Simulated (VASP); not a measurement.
AlN: single point with PBEsol

Crystal: AlN.

```
CELL_PARAMETERS angstrom
0.00000 2.18865 2.18865
2.18865 0.00000 2.18865
2.18865 2.18865 0.00000
ATOMIC_POSITIONS crystal
Al 0.00000 0.00000 0.00000
N 0.75000 0.75000 0.75000
```

```yaml
Program: VASP 6.6.1
Task: single point
Functional: PBEsol
Potentials_or_basis: VASP PAW PBE potentials, release 64 (Al, N)
Cutoff: 520 eV
k_mesh: 8 × 8 × 8
Occupations: gaussian, width 0.01 eV
Spin: no spin polarisation
```

```
Pressure               : 0.0 GPa
Band gap on the k mesh : 3.18 eV, indirect (least direct gap 4.08 eV)
```

Levels at points of the mesh, in eV from the valence-band top:
```
           k point  band 1  band 2  band 3  band 4  band 5  band 6  band 7  band 8  band 9
(0.00, 0.00, 0.00)  -14.92    0.00    0.00    0.00    4.08   12.41   12.41   12.41   17.54
(0.50, 0.00, 0.00)  -12.86   -5.89   -0.48   -0.48    7.23    9.72   11.00   11.00   17.74
(0.50, 0.50, 0.00)  -12.22   -4.93   -1.78   -1.78    3.18    8.44   13.79   15.55   15.55
```

It took 15 s on 1 thread of AMD EPYC 7R13, on a shared host, peak memory 0.1 GiB.

Caveat: the PAW data sets were made with another functional, which shifts forces and pressure a little. PBEsol gaps usually lie below the measured ones, often by a third to a half.
